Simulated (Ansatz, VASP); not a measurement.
## B2SbN in VASP and in Ansatz

```
B Sb N
1.0
     3.16943    0.00000    0.00000
    -1.58471    2.74481    0.00000
     0.00000    0.00000    7.22264
B Sb N
2 1 1
Cartesian
  0.0000 0.0000 4.9185
  0.0000 0.0000 2.3041
  0.0000 0.0000 0.0000
  0.0000 0.0000 3.6113
```

Alike in both runs: functional PBE; k mesh 6 × 6 × 4; occupations gaussian, width 0.1 eV; no spin polarisation.

Ansatz relaxed the structure, and its values are those at the end. VASP's run is a single point on that final structure, the one shown.

|  | VASP | Ansatz |
| --- | --- | --- |
| version | VASP 6.6.1 | Ansatz 0.2.0 |
| potentials or method | VASP PAW PBE potentials, release 64 (B, Sb, N), cutoff 520 eV | scalar-relativistic, plane waves, PAW |
| valence electrons in the cell | 16 | 26 |

VASP gave:

| Property | Result |
| --- | --- |
| gap on the k mesh at the Fermi level (eV) | none |
| pressure (GPa) | 0.1 |
| rms of the force components (eV/Å) | 0.020 |

Q: What did Ansatz give for the same quantities?

A: gap on the k mesh at the Fermi level (eV): none; pressure (GPa): 0.0; rms of the force components (eV/Å): 0.001.

A gap of «none» marks a metal or a gap that the smearing closes. VASP's potentials hold 16 valence electrons a cell and Ansatz's 26, so a difference there can come from the potentials and not from the codes.

The k mesh is coarse, so the values compare programs but aren't converged. Spin-orbit coupling is off throughout.
